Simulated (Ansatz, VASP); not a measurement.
# Cr in VASP and in Ansatz

```
Cr
1.0
     4.03771    0.00000    0.00000
    -2.01885    3.49676    0.00000
     0.00000    0.00000    2.16891
Cr
3
Direct
  0.00000 0.00000 0.00000
  0.33333 0.66667 0.50000
  0.66667 0.33333 0.50000
```

Alike in both runs: task single point; functional LDA; k mesh 10 × 10 × 16; occupations fermi-dirac, width 0.1 eV; no spin polarisation.

|  | VASP | Ansatz |
| --- | --- | --- |
| version | VASP 6.6.1 | Ansatz 0.2.0 |
| potentials or method | VASP PAW LDA potentials, release 64 (Cr_pv), cutoff 520 eV | plane waves (420 eV) with PAW, scalar-relativistic |
| valence electrons in the cell | 36 | 42 |

|  | VASP | Ansatz | Ansatz less VASP |
| --- | --- | --- | --- |
| pressure (GPa) | 27.9 | 27.3 | -0.59 |
| traceless stress, the component that is largest in VASP (GPa) | 2.56 | 2.18 | -0.380 |

Ansatz warns that its potentials were made for another functional, while VASP's fit it. LDA's correlation is that of Perdew and Zunger in VASP and of Perdew and Wang (1992) in Ansatz. VASP's potentials hold 36 valence electrons a cell and Ansatz's 42, so a difference there can come from the potentials and not from the codes.
